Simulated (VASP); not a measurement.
# GaN (Cc) in VASP: single point with PBE

Aim: the single point of GaN with PBE.

Program: VASP 6.6.1. These are calculated values, not measurements. Logs are shortened: lines on timing, memory, paths and dates and some standing lists are left out, and cuts for length are marked.

### 1 The cell of the first run

Symmetry: Cc, No. 9, monoclinic system. Conventional cell: a = 3.180 Å, b = 5.508 Å, c = 5.166 Å, α = 90.00°, β = 90.00°, γ = 90.00°. Within 2.5 Å of Ga (site symmetry 1) lie 4 N at 1.90 to 2.00 Å. N (site symmetry 1) has 4 Ga at 1.90 to 2.00 Å within 2.5 Å.

### 2 Single point, PBE (all Ga atoms moved +0.062 Å, as atom 1 along Cartesian [1 0 0])

Input file INCAR:

```
SYSTEM = GaN
PREC     = Accurate       ! precision mode
ENCUT    = 520            ! plane-wave cutoff, eV
EDIFF    = 1E-6           ! SCF threshold, eV
ISMEAR   = 0              ! smearing method
SIGMA    = 0.05           ! smearing width, eV
LREAL    = .False.        ! projectors in reciprocal space
LASPH    = .True.         ! aspherical terms in the spheres
NELM     = 80             ! most SCF steps
ALGO     = Normal         ! electronic algorithm
ISIF     = 2              ! what is computed and relaxed
LWAVE    = .False.        ! write WAVECAR
LCHARG   = .False.        ! write CHGCAR
GGA      = PE             ! functional
NBANDS   = 26             ! bands
```

Input file KPOINTS:

```
Automatic mesh
0
Gamma
  12 12 6
  0 0 0
```

Input file POSCAR:

```
GaN
1.0
    3.1799996605      0.0000000000      0.0000000000
   -1.5899998303      2.7539604900      0.0000000000
    0.0000000000      0.0000000000      5.1660000000
Ga N
2 2
Direct
    0.3529874235      0.6666666667      0.0000000000
    0.6863207568      0.3333333333      0.5000000000
    0.3333333333      0.6666666667      0.3750000000
    0.6666666667      0.3333333333      0.8750000000
```

Potentials or basis: VASP PAW PBE potentials, release 64 (Ga_d, N).

On the command line:

```sh
> cat potpaw_PBE.64/Ga_d/POTCAR potpaw_PBE.64/N/POTCAR > POTCAR
> mpirun -np 1 vasp_std > vasp.out
```

OUTCAR:

```text
SYSTEM = GaN
   PREC = Accurate
   ENCUT = 520
   EDIFF = 1E-6
   ISMEAR = 0
   LREAL = .False.
   LASPH = .True.
   NELM = 80
   ISIF = 2
   GGA = PE

 ion  position               nearest neighbor table
   1  0.353  0.667  0.000-   4 1.90   3 1.94   4 1.95   4 2.00
   2  0.686  0.333  0.500-   3 1.90   4 1.94   3 1.95   3 2.00
   3  0.333  0.667  0.375-   2 1.90   1 1.94   2 1.95   2 2.00
   4  0.667  0.333  0.875-   1 1.90   2 1.94   1 1.95   1 2.00

  LATTYP: Found a hexagonal cell.
 ALAT       =     3.1799996605
 C/A-ratio  =     1.6245284753

  Lattice vectors:

 A1 = (   3.1799996605,   0.0000000000,   0.0000000000)
 A2 = (  -1.5899998303,   2.7539604900,   0.0000000000)
 A3 = (   0.0000000000,   0.0000000000,   5.1660000000)

Analysis of symmetry for initial positions (statically):
=====================================================================
 Subroutine PRICEL returns:
 Original cell was already a primitive cell.

 Routine SETGRP: Setting up the symmetry group for a
 hexagonal supercell.

 Subroutine GETGRP returns: Found  2 space group operations
 (whereof  1 operations were pure point group operations)
 out of a pool of 24 trial point group operations.

The static configuration has the point symmetry C_1 .
 The point group associated with its full space group is C_1h.

Analysis of symmetry for dynamics (positions and initial velocities):
=====================================================================
 Subroutine PRICEL returns:
 Original cell was already a primitive cell.

 Routine SETGRP: Setting up the symmetry group for a
 hexagonal supercell.

 Subroutine GETGRP returns: Found  2 space group operations
 (whereof  1 operations were pure point group operations)
 out of a pool of 24 trial point group operations.

The dynamic configuration has the point symmetry C_1 .
 The point group associated with its full space group is C_1h.

 Subroutine INISYM returns: Found  2 space group operations
 (whereof  1 operations are pure point group operations),
 and found     1 'primitive' translations

----------------------------------------------------------------------------------------

                                     Primitive cell

  volume of cell :      45.2417
[... 88 lines left out ...]
   LNONCOLLINEAR =      F non collinear calculations
   LSORBIT =      F    spin-orbit coupling
   LASPH  =      T    aspherical Exc in radial PAW
   ENCUT  =  520.0 eV  38.22 Ry    6.18 a.u.   5.91  5.91  9.61*2*pi/ulx,y,z
   NELM   =     80;   NELMIN=  2; NELMDL= -5     # of ELM steps
   EDIFF  = 0.1E-05   stopping-criterion for ELM
   LREAL  =      F    real-space projection
   EDIFFG = 0.1E-04   stopping-criterion for IOM
   NSW    =      0    number of steps for IOM
   IBRION =     -1    ionic relax: 0-MD 1-quasi-New 2-CG
   NFREE  =      0    steps in history (QN), initial steepest desc. (CG)
   ISIF   =      2    stress and relaxation
   ISYM   =      2    0-nonsym 1-usesym 2-fastsym
   POTIM  = 0.5000    time-step for ionic-motion
   TEBEG  =    0.0;   TEEND  =   0.0 temperature during run
   PSTRESS=    0.0 pullay stress
   NELECT =      36.0000    total number of electrons
   NUPDOWN=      -1.0000    fix difference up-down
   EMIN   =  10.00;   EMAX   =-10.00  energy-range for DOS
   EFERMI =   0.00;   METHOD = LEGACY
   ISMEAR =     0;   SIGMA  =   0.05  broadening in eV -4-tet -1-fermi 0-gaus
   EFERMI_NEDOS =   21; number of points for ismear=-14 and -15
   IALGO  =     38    algorithm
   IMIX   =      4    mixing-type and parameters
     AMIX     =   0.40;   BMIX     =  1.00
     AMIX_MAG =   1.60;   BMIX_MAG =  1.00
  volume/ion in A,a.u.               =      11.31        76.33
  Fermi-wavevector in a.u.,A,eV,Ry     =   1.517036  2.866783 31.312431  2.301399
  Thomas-Fermi vector in A             =   2.626346
   LORBIT       =      0    0 simple, 1 ext, 2 COOP (PROOUT), +10 PAW based schemes
   GGA     = PE    functional components
   LHFCALC =     F    Hartree Fock is set to
   AEXX    =    0.0000 exact exchange contribution
   IVDW    =     0    specifies the selected vdW correction
   LEPSILON=     F    determine dielectric tensor
   LRPA    =     F    only Hartree local field effects (RPA)
 non-spin polarized calculation
 Gauss-broadening in eV      SIGMA  =   0.05
  energy-cutoff  :      520.00
  volume of cell :       45.24
 maximum number of plane-waves:      1236
   NGX = 11   NGY = 11   NGZ = 19

 number of electron      36.0000002 magnetization

 Free energy of the ion-electron system (eV)
  ---------------------------------------------------
  ext. energy  EPLUGINS =         0.00000000
  ---------------------------------------------------
  free energy    TOTEN  =       -24.23551321 eV

  energy without entropy =      -24.23551321  energy(sigma->0) =      -24.23551321

 E-fermi :   5.7269     XC(G=0): -11.7222

 val. band max:        5.4848328869   @ k =   0.0000   0.0000   0.0000
 cond. band min:       7.4050653948   @ k =   0.0000   0.0000   0.0000
 fundamental gap:      1.9202325079
 Fermi energy:         5.7268836223

 k-point     1 :       0.0000    0.0000    0.0000
  band No.  band energies     occupation
      1     -10.6512      2.00000
      2      -9.6901      2.00000
      3      -8.0352      2.00000
      4      -8.0109      2.00000
      5      -7.9988      2.00000
      6      -7.9468      2.00000
[... 685 lines left out ...]
     25      17.1555      0.00000
     26      18.8988      0.00000

 [... further k-points ...]

------------------------ aborting loop because EDIFF is reached ----------------------------------------

  FORCE on cell =-STRESS in cart. coord.  units (eV):
  Direction    XX          YY          ZZ          XY          YZ          ZX
  --------------------------------------------------------------------------------------
  -------------------------------------------------------------------------------------
  Total        2.1081026      1.9603062      2.5008956     -0.0000000      0.0000000     -0.7284274
  in kB       74.6557298     69.4217114     88.5659871     -0.0000000      0.0000000    -25.7963138
  external PRESSURE =      77.5478094 kB  Pullay stress =       0.0000000 kB

 VOLUME and BASIS-vectors are now :
 -----------------------------------------------------------------------------
  energy-cutoff  :      520.00
  volume of cell :       45.24
      direct lattice vectors                 reciprocal lattice vectors
     3.179999661  0.000000000  0.000000000     0.314465442  0.181556708  0.000000000
    -1.589999830  2.753960490  0.000000000     0.000000000  0.363113416  0.000000000
     0.000000000  0.000000000  5.166000000     0.000000000  0.000000000  0.193573364

 POSITION                                       TOTAL-FORCE (eV/Angst)
 -----------------------------------------------------------------------------------
      0.06250      1.83597      0.00000        -0.796127      0.084584     -0.072527
      1.65250      0.91799      2.58300        -0.796127     -0.084584     -0.072527
     -0.00000      1.83597      1.93725         0.796127      0.089468      0.072527
      1.59000      0.91799      4.52025         0.796127     -0.089468      0.072527
 -----------------------------------------------------------------------------------
    total drift:                                0.000056     -0.000002     -0.000294

  FREE ENERGIE OF THE ION-ELECTRON SYSTEM (eV)
  ---------------------------------------------------
  free  energy   TOTEN  =       -24.2355132114 eV

  energy  without entropy=      -24.2355132114  energy(sigma->0) =      -24.23551321
```

Run time: 2.5 min. Hardware: 1 thread of Intel Xeon Platinum 8488C (Sapphire Rapids), shared host; peak memory 0.34 GiB.

Results:

```
Free energy            : -24.2355 eV
Pressure               : 7.8 GPa
Largest force          : 0.804 eV/Å
Band gap on the k mesh : 1.92 eV
```

Forces on the atoms (eV/Å):
```
Ga  -0.796  0.085 -0.073
Ga  -0.796 -0.085 -0.073
N    0.796  0.089  0.073
N    0.796 -0.089  0.073
```

Caveat: the cell differs from its parent crystal (all Ga atoms moved +0.062 Å, as atom 1 along Cartesian [1 0 0]); the cell stands under pressure.
